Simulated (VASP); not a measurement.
A run of VASP 6.6.1:

Contents of INCAR:

```
SYSTEM = Be
  PREC = Accurate
  ENCUT = 520
  EDIFF = 1E-6
  ISMEAR = -1
  SIGMA = 0.06122561905347299
  LREAL = .False.
  LASPH = .True.
  NELM = 60
  ALGO = Normal
  ISIF = 2
  LWAVE = .False.
  LCHARG = .False.
  GGA = PE
  NBANDS = 9
```

File KPOINTS:

```
Automatic mesh
0
Gamma
  38 38 38
  0 0 0
```

Contents of POSCAR:

```
Be
1.0
    0.0000000000      2.4813050926      2.4813050926
    2.4813050926      0.0000000000      2.4813050926
    2.4813050926      2.4813050926      0.0000000000
Be
2
Direct
    0.0000000000      0.0000000000      0.0000000000
    0.2500000000      0.2500000000      0.2500000000
```

Potentials or basis: VASP PAW PBE potentials, release 64 (Be).

Command:

```sh
$ cat potpaw_PBE.64/Be/POTCAR > POTCAR
$ mpirun -np 1 vasp_std > vasp.out
```

Hardware: 1 thread of Intel Xeon 8259CL, on a shared host.

Task: How long does it take, and how much memory?

Result: Wall time 7.7 min on 1 thread of Intel Xeon 8259CL, on a shared host, peak memory 0.44 GiB. Counts: scf iterations 10, k points 1440.
